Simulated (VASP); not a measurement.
## Si: single point with LDA

Crystal: Si.

```
CELL_PARAMETERS angstrom
4.66594 -2.49557 0.00000
4.66594 2.49557 0.00000
0.00000 0.00000 5.19446
ATOMIC_POSITIONS crystal
Si 0.50000 0.50000 0.77051
Si 0.50000 0.50000 0.22949
Si 0.00000 0.00000 0.27051
Si 0.00000 0.00000 0.72949
Si 0.72622 0.72622 0.50000
Si 0.22622 0.22622 0.00000
Si 0.27378 0.27378 0.50000
Si 0.77378 0.77378 0.00000
```

This cell differs from its parent crystal: strain +0.025 along x and y, -0.025 along z.

| Quantity | Value |
| --- | --- |
| Program | VASP 6.6.1 |
| Task | single point |
| Functional | LDA |
| Potentials or basis | VASP PAW LDA potentials, release 64 (Si) |
| Cutoff | 520 eV |
| k mesh | 10 × 10 × 8 |
| Occupations | gaussian, width 0.15 eV |
| Spin | no spin polarisation |
| Dipole correction | no |
| Further INCAR settings | ALGO = Normal; EDIFF = 1e-06; NBANDS = 26 |

| Item | Value |
| --- | --- |
| Pressure | -2.5 GPa |
| Largest force | 0.218 eV/Å |
| Band gap on the k mesh | zero (bands 16 and 17 overlap by 2.62 eV) |

Forces on the atoms (eV/Å):
```
Si   0.000  0.000 -0.218
Si   0.000  0.000  0.218
Si   0.000  0.000 -0.218
Si   0.000  0.000  0.218
Si   0.007  0.000  0.000
Si   0.007  0.000  0.000
Si  -0.007  0.000  0.000
Si  -0.007  0.000  0.000
```

Stress tensor (GPa, compression positive):
```
-3.19  0.00  0.00
 0.00 -6.71  0.00
 0.00  0.00  2.52
```

Levels at points of the mesh, in eV from the Fermi level:
| k point | band 12 | band 13 | band 14 | band 15 | band 16 | band 17 | band 18 | band 19 | band 20 | band 21 |
| --- | --- | --- | --- | --- | --- | --- | --- | --- | --- | --- |
| (0.00, 0.00, 0.00) | -2.67 | -2.50 | -1.98 | -1.87 | -1.71 | -1.68 | -1.66 | -1.54 | 1.44 | 1.83 |
| (0.50, 0.00, 0.00) | -3.55 | -2.43 | -2.43 | -0.76 | -0.76 | 2.18 | 2.18 | 2.24 | 2.24 | 2.61 |
| (0.50, 0.50, 0.00) | -2.44 | -2.33 | -2.22 | -2.13 | 0.12 | 0.78 | 1.33 | 1.78 | 2.39 | 2.57 |
| (0.00, 0.00, 0.50) | -4.34 | -4.09 | -4.09 | -2.12 | -2.12 | 2.99 | 2.99 | 3.73 | 3.73 | 3.91 |
| (0.50, 0.00, 0.50) | -1.22 | -0.94 | -0.94 | 0.12 | 0.12 | 0.20 | 0.20 | 0.28 | 0.28 | 3.24 |
| (0.50, 0.50, 0.50) | -1.46 | -1.21 | -1.21 | -0.67 | -0.67 | -0.52 | -0.52 | 1.79 | 1.79 | 1.94 |

It took 5.6 min on 1 thread of AMD EPYC 7R13 Processor (Zen 3) (shared host), peak memory 0.38 GiB.

Caveat: the cell differs from its parent crystal (strain +0.025 along x and y, -0.025 along z); the stress differs along the axes, from -7 to 3 GPa.
